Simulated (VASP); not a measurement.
# P (Im-3m) in VASP: further runs, part 2 of 2

VASP 6.6.1. The steps go on from the part before.

## (3) Single point, LDA (14.14 Å³/atom)

This run uses another cell than the first one, of 14.14 Å³/atom.

INCAR reads:

```
SYSTEM = P
  PREC = Accurate
  ENCUT = 520
  EDIFF = 1E-6
  ISMEAR = -1
  SIGMA = 0.1
  LREAL = .False.
  LASPH = .True.
  NELM = 60
  ALGO = Normal
  ISIF = 2
  LWAVE = .False.
  LCHARG = .False.
  NBANDS = 8
```

KPOINTS reads:

```
Automatic mesh
0
Gamma
  16 16 16
  0 0 0
```

POSCAR reads:

```
P
1.0
   -1.5231959010      1.5231959010      1.5231959010
    1.5231959010     -1.5231959010      1.5231959010
    1.5231959010      1.5231959010     -1.5231959010
P
1
Direct
    0.0000000000      0.0000000000      0.0000000000
```

Potentials or basis: VASP PAW LDA potentials, release 64 (P).

On the command line:

```
> cat potpaw_LDA.64/P/POTCAR > POTCAR
> mpirun -np 1 vasp_std > vasp.out
```

Wall time 5.2 s (1 thread of AMD EPYC 9R45 (Zen 5), shared host); peak memory 0.09 GiB.

Results (log left out):

```
Free energy            : -5.4752 eV
Pressure               : -4.1 GPa
Band gap on the k mesh : zero (an odd number of electrons rules out a gap without spin polarisation)
```

Levels at points of the mesh, in eV from the Fermi level:
| k point | band 1 | band 2 | band 3 | band 4 | band 5 | band 6 | band 7 |
| --- | --- | --- | --- | --- | --- | --- | --- |
| (0.00, 0.00, 0.00) | -16.45 | 7.15 | 7.15 | 7.15 | 12.05 | 12.05 | 12.05 |
| (0.50, 0.00, 0.00) | -9.95 | -7.88 | 2.45 | 5.26 | 7.40 | 8.26 | 19.47 |
| (0.50, 0.50, 0.50) | -4.14 | -2.60 | -2.60 | -2.60 | 2.40 | 2.40 | 23.62 |

Caveat: the cell stands under tension.

## (4) Single point, LDA (15.22 Å³/atom)

This run uses another cell than the first one, of 15.22 Å³/atom.

INCAR reads:

```
SYSTEM = P
PREC = Accurate ; ENCUT = 520
EDIFF = 1E-6 ; ISMEAR = -1
SIGMA = 0.1 ; LREAL = .FALSE.
LASPH = .TRUE. ; NELM = 100
ALGO = Normal ; ISIF = 2
LWAVE = .FALSE. ; LCHARG = .FALSE.
NBANDS = 8
```

KPOINTS reads:

```
Automatic mesh
0
G
  16 16 16
  0 0 0
```

POSCAR reads:

```
P
1.0
   -1.5612914813      1.5612914813      1.5612914813
    1.5612914813     -1.5612914813      1.5612914813
    1.5612914813      1.5612914813     -1.5612914813
P
1
Direct
    0.0000000000      0.0000000000      0.0000000000
```

Potentials or basis: VASP PAW LDA potentials, release 64 (P).

On the command line:

```
> cat potpaw_LDA.64/P/POTCAR > POTCAR
> mpirun -np 1 vasp_std > vasp.out
```

OUTCAR:

```text
SYSTEM = P
   PREC = Accurate
   ENCUT = 520
   EDIFF = 1E-6
   ISMEAR = -1
   LREAL = .FALSE.
   LASPH = .TRUE.
   NELM = 100
   ISIF = 2

 ion  position               nearest neighbor table
   1  0.000  0.000  0.000-

  LATTYP: Found a body centered cubic cell.
 ALAT       =     3.1225829626

  Lattice vectors:

 A1 = (  -1.5612914813,   1.5612914813,   1.5612914813)
 A2 = (   1.5612914813,  -1.5612914813,   1.5612914813)
[... 441 lines left out ...]
      7      24.4869      0.00000
      8      26.3872      0.00000

 [... further k-points ...]

------------------------ aborting loop because EDIFF is reached ----------------------------------------

  FORCE on cell =-STRESS in cart. coord.  units (eV):
  Direction    XX          YY          ZZ          XY          YZ          ZX
  --------------------------------------------------------------------------------------
  -------------------------------------------------------------------------------------
  Total       -0.9683032     -0.9683032     -0.9683032      0.0000000      0.0000000      0.0000000
  in kB     -101.9084052   -101.9084052   -101.9084052      0.0000000      0.0000000      0.0000000
  external PRESSURE =    -101.9084052 kB  Pullay stress =       0.0000000 kB

 VOLUME and BASIS-vectors are now :
 -----------------------------------------------------------------------------
  energy-cutoff  :      520.00
  volume of cell :       15.22
      direct lattice vectors                 reciprocal lattice vectors
    -1.561291481  1.561291481  1.561291481     0.000000000  0.320247696  0.320247696
     1.561291481 -1.561291481  1.561291481     0.320247696  0.000000000  0.320247696
     1.561291481  1.561291481 -1.561291481     0.320247696  0.320247696  0.000000000

 POSITION                                       TOTAL-FORCE (eV/Angst)
 -----------------------------------------------------------------------------------
      0.00000      0.00000      0.00000        -0.000000      0.000000     -0.000000
 -----------------------------------------------------------------------------------
    total drift:                                0.000000      0.000000      0.000000

  FREE ENERGIE OF THE ION-ELECTRON SYSTEM (eV)
  ---------------------------------------------------
  free  energy   TOTEN  =        -5.4257369175 eV

  energy  without entropy=       -5.4082693202  energy(sigma->0) =       -5.41700312
```

OSZICAR:

```text
N       E                     dE             d eps       ncg     rms          rms(c)
DAV:   1    -0.124164447675E+00   -0.12416E+00   -0.20441E+03  2400   0.445E+02
DAV:   2    -0.538911620782E+01   -0.52650E+01   -0.50778E+01  3496   0.477E+01
DAV:   3    -0.543481362842E+01   -0.45697E-01   -0.45633E-01  2584   0.484E+00
DAV:   4    -0.543487655302E+01   -0.62925E-04   -0.62924E-04  3808   0.196E-01
DAV:   5    -0.543487657674E+01   -0.23724E-07   -0.24984E-07  2752   0.222E-03    0.363E+00
DAV:   6    -0.542815821674E+01    0.67184E-02   -0.56233E-03  2496   0.365E-01    0.207E+00
DAV:   7    -0.542576246346E+01    0.23958E-02   -0.81851E-03  2664   0.445E-01    0.993E-02
DAV:   8    -0.542573681064E+01    0.25653E-04   -0.10249E-04  3160   0.616E-02    0.179E-02
DAV:   9    -0.542573691751E+01   -0.10687E-06   -0.69703E-07  3088   0.751E-03
   1 F= -.54257369E+01 E0= -.54170031E+01  d E =-.174676E-01
```

stdout:

```text
POSCAR found type information on POSCAR P
 POSCAR found :  1 types and       1 ions
 scaLAPACK will be used
 LDA part: xc-table for (Slater(with rela. corr.)+CA(PZ))
 , standard interpolation
 POSCAR, INCAR and KPOINTS ok, starting setup
 FFT: planning ... GRIDC
 FFT: planning ... GRID_SOFT
 FFT: planning ... GRID
 WAVECAR not read
 entering main loop
```

Wall time 4.8 s (1 thread of AMD EPYC 9R45 (Zen 5), shared host); peak memory 0.09 GiB.

What came out:

| Item | Value |
| --- | --- |
| Free energy | -5.4257 eV |
| Pressure | -10.2 GPa |
| Band gap on the k mesh | zero (an odd number of electrons rules out a gap without spin polarisation) |

Caveat: the cell stands under tension.

## (5) The runs side by side

| cell | gap on the mesh (eV) | pressure (GPa) |
| --- | --- | --- |
| a = 2.604 Å, angles 109.5°, 1 atom | none | -0.2 |
| a = 2.638 Å, angles 109.5°, 1 atom | none | -4.1 |
| a = 2.704 Å, angles 109.5°, 1 atom | none | -10.2 |

Alike in all rows: task single point; level LDA; potentials or basis VASP PAW LDA potentials, release 64 (P); no spin polarisation; k mesh 16 × 16 × 16; cutoff (eV) 520; smearing fermi-dirac 0.1 eV.

Caveats: the cell stands under tension (at least some runs).

Absolute energies hang on the potentials; compare differences alone.
